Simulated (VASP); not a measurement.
Wanted: the native input for a VASP 6.6.1 run.

| Property | Result |
| --- | --- |
| Task | single point |
| Functional | r2SCAN |
| Potentials or basis | VASP PAW PBE potentials, release 64 (In_d, P) |
| Cutoff | 520 eV |
| k mesh | 6 × 6 × 6 |
| Occupations | gaussian, width 0.01 eV |
| Spin | no spin polarisation |
| Dipole correction | no |
| Further INCAR settings | ALGO = Normal; EDIFF = 1e-06; NBANDS = 16 |

Crystal: InP.

```
In P
1.0
     0.00000    2.92395    2.92395
     2.92395    0.00000    2.92395
     2.92395    2.92395    0.00000
In P
1 1
Direct
  0.00000 0.00000 0.00000
  0.25000 0.25000 0.25000
```

This cell differs from its parent crystal: volume changed by -3%.

The input as run:

POSCAR

```
InP
1.0
    0.0000000000      2.9239493631      2.9239493631
    2.9239493631      0.0000000000      2.9239493631
    2.9239493631      2.9239493631      0.0000000000
In P
1 1
Direct
    0.0000000000      0.0000000000      0.0000000000
    0.2500000000      0.2500000000      0.2500000000
```

INCAR.step1

```
PREC = Accurate
ENCUT = 520
ISMEAR = 0
SIGMA = 0.01
LREAL = False
LASPH = True
NELM = 100
NBANDS = 16
GGA = PE
ALGO = Normal
EDIFF = 1E-4
LWAVE = True
LCHARG = False
```

INCAR.step2

```
PREC = Accurate
ENCUT = 520
EDIFF = 1E-6
ISMEAR = 0
SIGMA = 0.01
LREAL = False
LASPH = True
NELM = 100
ALGO = Normal
ISIF = 2
LWAVE = False
LCHARG = True
METAGGA = R2SCAN
LMIXTAU = True
LELF = True
LVHAR = True
NBANDS = 16
ISTART = 1
```

KPOINTS

```
Automatic mesh
0
Gamma
  6 6 6
```

Potentials or basis: VASP PAW PBE potentials, release 64 (In_d, P).

Run with:

```sh
$ cat potpaw_PBE.64/In_d/POTCAR potpaw_PBE.64/P/POTCAR > POTCAR
$ cp INCAR.step1 INCAR
$ mpirun -np 1 vasp_std > vasp.out
$ cp INCAR.step2 INCAR
$ mpirun -np 1 vasp_std > vasp.out
```

Results of the run:

| Property | Result |
| --- | --- |
| Pressure | 2.1 GPa |
| Band gap on the k mesh | 1.21 eV, direct |

Caveat: the PAW data sets were made with another functional, which shifts forces and pressure a little; spin-orbit coupling is left out, which moves the levels of the heavy elements.

Wall time 31 s on 1 thread of AMD EPYC 9R45 96-Core Processor (Zen 5) (shared host), peak memory 0.15 GiB.
